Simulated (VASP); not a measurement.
## Al: single point with PBEsol

Al:

```
Al
1.0
     3.05855    0.00000    0.00000
    -1.52927    2.64878    0.00000
     0.00000    0.00000    4.86685
Al
2
Direct
  0.66667 0.33333 0.75000
  0.33333 0.66667 0.25000
```

This cell differs from its parent crystal: strain +0.0875 x Voigt [1, 1, 0, 0, 0, 0].

* Program: VASP 6.6.1
* Task: single point
* Functional: PBEsol
* Potentials or basis: VASP PAW PBE potentials, release 64 (Al)
* Cutoff: 520 eV
* k mesh: 18 × 18 × 10
* Occupations: gaussian, width 0.15 eV
* Spin: no spin polarisation

* Pressure: -9.6 GPa
* Band gap on the k mesh: zero (bands 3 and 4 overlap by 7.12 eV)

Stress tensor (GPa, compression positive):
```
-9.79  0.00  0.00
 0.00 -9.79  0.00
 0.00  0.00 -9.16
```

Levels at points of the mesh, in eV from the Fermi level:
```csv
k point,band 1,band 2,band 3,band 4,band 5,band 6,band 7,band 8
"(0.00, 0.00, 0.00)",-9.93,-3.83,-3.76,8.79,8.79,9.70,9.70,11.48
"(0.50, 0.00, 0.00)",-4.96,-4.51,0.67,1.11,1.46,1.76,4.59,6.14
"(0.00, 0.00, 0.50)",-8.37,-8.37,3.55,3.55,10.08,10.08,10.08,10.08
"(0.50, 0.00, 0.50)",-3.46,-3.46,-2.98,-2.98,5.96,5.96,7.09,7.09
```

It took 2 min on 1 thread of AMD EPYC 7R43 64-Core Processor (Zen 3) (shared host), peak memory 0.15 GiB.

Caveat: the cell differs from its parent crystal (strain +0.0875 x Voigt [1, 1, 0, 0, 0, 0]); the cell stands under tension; the PAW data sets were made with another functional, which shifts forces and pressure a little.
